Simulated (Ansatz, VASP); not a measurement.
AlN: VASP beside Ansatz

```
Al N
1.0
     3.11358    0.00000    0.00000
    -1.55679    2.69644    0.00000
     0.00000    0.00000    4.98313
Al N
2 2
Direct
  0.33333 0.66667 0.99999
  0.66667 0.33333 0.49999
  0.33333 0.66667 0.38201
  0.66667 0.33333 0.88201
```

Change from the starting cell: polar distortion scaled by 1.00.

Alike in both runs: task single point; functional PBEsol; k mesh 9 × 9 × 6; no spin polarisation.

|  | VASP | Ansatz |
| --- | --- | --- |
| version | VASP 6.6.1 | Ansatz 0.2.0 |
| potentials or method | VASP PAW PBE potentials, release 64 (Al, N), cutoff 520 eV | scalar-relativistic, plane waves, PAW |
| occupations | gaussian, width 0.01 eV | fixed |
| valence electrons in the cell | 16 | 16 |

```csv
,VASP,Ansatz,Ansatz less VASP
gap on the k mesh at the Fermi level (eV),4.11,4.10,-0.016
least direct gap on the mesh (eV),4.11,4.10,-0.016
pressure (GPa),0.0,0.0,-0.02
```

VASP's potentials were made for PBE, not for PBEsol, and Ansatz warns of the same on its side.
